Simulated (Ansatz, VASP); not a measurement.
# Two plane-wave programs on AlPt

File INCAR:

```
ALGO = Fast
EDIFF = 1E-6
ENCUT = 520
GGA = PS
ISIF = 2
ISMEAR = 0
LASPH = True
LCHARG = True
LELF = True
LREAL = False
LVHAR = True
LWAVE = False
NBANDS = 14
NELM = 100
PREC = Accurate
SIGMA = 0.15
```

File KPOINTS:

```
k-points
0
Gamma
  16 16 16
```

File POSCAR:

```
AlPt
1.0
    3.0915460000      0.0000000000      0.0000000000
    0.0000000000      3.0915460000      0.0000000000
    0.0000000000      0.0000000000      3.0915460000
Al Pt
1 1
Direct
   -0.1415149572      0.0000000000      0.0000000000
    0.5000000000      0.5000000000      0.5000000000
```

Input for Ansatz:

```yaml
crystal:
  lattice:
    - [3.091546, 0.0, 0.0]
    - [0.0, 3.091546, 0.0]
    - [0.0, 0.0, 3.091546]
  atoms:
    - { symbol: Al, position: [-0.1415149572, 0.0, 0.0] }
    - { symbol: Pt, position: [0.5, 0.5, 0.5] }
basis:
  ecutwfc: 420
kpoints:
  mp_grid: { grid: [16, 16, 16] }
hamiltonian:
  xc: pbesol
scf:
  occupations: { method: gaussian, width: 0.15 }
output:
  forces: true
  stress: true
  eigenvalues: true
```

Change from the starting cell: all Al atoms moved +0.438 Å, as atom 1 towards its neighbour atom 1 (Al) at 3.092 Å.

Alike in both runs: task single point; functional PBEsol; k mesh 16 × 16 × 16; occupations gaussian, width 0.15 eV; no spin polarisation.

|  | VASP | Ansatz |
| --- | --- | --- |
| version | VASP 6.6.1 | Ansatz 0.2.0 |
| potentials or method | VASP PAW PBE potentials, release 64 (Al, Pt), cutoff 520 eV | scalar-relativistic, plane waves, PAW |
| valence electrons in the cell | 13 | 21 |

```tsv
	VASP	Ansatz	Ansatz less VASP
gap on the k mesh at the Fermi level (eV)	none	none	-
pressure (GPa)	5.5	5.5	-0.04
traceless stress, the component that is largest in VASP (GPa)	-5.32	-5.26	+0.067
rms of the force components (eV/Å)	1.026	1.015	-0.0110
```

VASP's potentials were made for PBE, not for PBEsol. Atom by atom the forces differ by 0.011 eV/Å (rms over components). A gap of «none» marks a metal or a gap that the smearing closes. With one functional, cell and mesh, what is left measures potentials, basis and numerics. VASP's potentials hold 13 valence electrons a cell and Ansatz's 21, so a difference there can come from the potentials and not from the codes.

Spin-orbit coupling is off throughout.
